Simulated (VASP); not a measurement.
A run of VASP 6.6.1:

INCAR

```
PREC     = Accurate       # precision mode
ENCUT    = 600            # plane-wave cutoff, eV
EDIFF    = 1E-6           # SCF threshold, eV
ISMEAR   = 0              # smearing method
SIGMA    = 0.1            # smearing width, eV
LREAL    = F              # projectors in reciprocal space
LASPH    = T              # aspherical terms in the spheres
NELM     = 60             # most SCF steps
ALGO     = Normal         # electronic algorithm
ISIF     = 3              # what is computed and relaxed
LWAVE    = F              # write WAVECAR
LCHARG   = F              # write CHGCAR
GGA      = PE             # functional
IBRION   = 2              # ionic algorithm
NSW      = 90             # ionic steps
EDIFFG   = -0.04          # ionic threshold
```

KPOINTS

```
Automatic mesh
0
Gamma
  4 4 4
```

The input POSCAR:

```
Cd4SeS3
1.0
   -2.8998242300      2.8998242300      5.7996484700
    2.8998242300     -2.8998242300      5.7996484700
    2.8998242300      2.8998242300     -5.7996484700
Cd Se S
4 1 3
Direct
    0.8750000000      0.3750000000      0.0000000000
    0.3750000000      0.8750000000      0.0000000000
    0.1250000000      0.1250000000      0.5000000000
    0.6250000000      0.6250000000      0.5000000000
    0.5000000000      0.5000000000      0.0000000000
    0.7500000000      0.2500000000      0.5000000000
    0.2500000000      0.7500000000      0.5000000000
    0.0000000000      0.0000000000      0.0000000000
```

Potentials or basis: VASP PAW PBE potentials, release 64 (Cd, Se, S).

Command:

```bash
$ cat potpaw_PBE.64/Cd/POTCAR potpaw_PBE.64/Se/POTCAR potpaw_PBE.64/S/POTCAR > POTCAR
$ mpirun -np 1 vasp_std > vasp.out
```

Hardware: 1 thread of Intel(R) Xeon(R) 6975P-C (Granite Rapids), with other jobs on the host.

Problem. Estimate the wall time of this run.

Solution. Run time: 7.3 min on 1 thread of Intel(R) Xeon(R) 6975P-C (Granite Rapids) (shared host), peak memory 0.58 GiB. Counts: scf iterations 49, k points 13, ion steps 5.
